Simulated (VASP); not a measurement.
Write the native input for VASP 6.6.1 that does the following.

```
Task                   : relaxation of cell and atoms
Functional             : r2SCAN
Potentials or basis    : VASP PAW PBE potentials, release 64 (Ta_pv, N)
Cutoff                 : 600 eV
k mesh                 : 16 × 16 × 16
Occupations            : gaussian, width 0.1 eV
Spin                   : no spin polarisation
Dipole correction      : no
Further INCAR settings : ALGO = Normal; EDIFF = 1e-06; IBRION = 2; EDIFFG = -0.005; NSW = 100; ISIF = 3
```

Crystal: TaN.

```
CELL_PARAMETERS angstrom
0.00000 2.19891 2.19891
2.19891 0.00000 2.19891
2.19891 2.19891 0.00000
ATOMIC_POSITIONS crystal
Ta 0.50000 0.50000 0.50000
N 0.00000 0.00000 0.00000
```

The input as run:

POSCAR

```
TaN
1.0
    0.0000000000      2.1989133455      2.1989133455
    2.1989133455      0.0000000000      2.1989133455
    2.1989133455      2.1989133455      0.0000000000
Ta N
1 1
Direct
    0.5000000000      0.5000000000      0.5000000000
    0.0000000000      0.0000000000      0.0000000000
```

INCAR.step1

```
PREC = Accurate ; ENCUT = 600
ISMEAR = 0 ; SIGMA = 0.1
LREAL = False ; LASPH = True
NELM = 80 ; GGA = PE
ALGO = Normal ; EDIFF = 1E-4
LWAVE = True ; LCHARG = False
```

INCAR.step2

```
PREC = Accurate ; ENCUT = 600
EDIFF = 1E-6 ; ISMEAR = 0
SIGMA = 0.1 ; LREAL = False
LASPH = True ; NELM = 80
ALGO = Normal ; ISIF = 3
LWAVE = False ; LCHARG = False
METAGGA = R2SCAN ; LMIXTAU = True
IBRION = 2 ; NSW = 100
EDIFFG = -0.005 ; ISTART = 1
```

KPOINTS

```
Automatic mesh
0
Gamma
  16 16 16
```

Potentials or basis: VASP PAW PBE potentials, release 64 (Ta_pv, N).

The run is started by

```sh
$ cat potpaw_PBE.64/Ta_pv/POTCAR potpaw_PBE.64/N/POTCAR > POTCAR
$ cp INCAR.step1 INCAR
$ mpirun -np 1 vasp_std > vasp.out
$ cp INCAR.step2 INCAR
$ mpirun -np 1 vasp_std > vasp.out
```

It gave:

```yaml
Relaxed_volume: 10.68 Å³/atom
Relaxed_cell: a = 3.115 Å, b = 3.115 Å, c = 3.115 Å, α = 60.00°, β = 60.00°, γ = 60.00°
Space_group_after_relaxing_to_0.05_Å: Fm-3m (No. 225)
Energy_gained_by_relaxing: 0.3 meV/atom
Ionic_steps: 3
Pressure_after_relaxing: 0.0 GPa
Band_gap_on_the_k_mesh: zero (band 8 reaches 11.47 eV, above the bottom of band 9 at 7.41 eV)
```

Caveat: the PAW data sets were made with another functional, which shifts forces and pressure a little; spin-orbit coupling is left out, which moves the levels of the heavy elements.

Run time: 10 min on 1 thread of AMD EPYC 7R43 64-Core Processor (Zen 3) (shared host), peak memory 0.18 GiB.
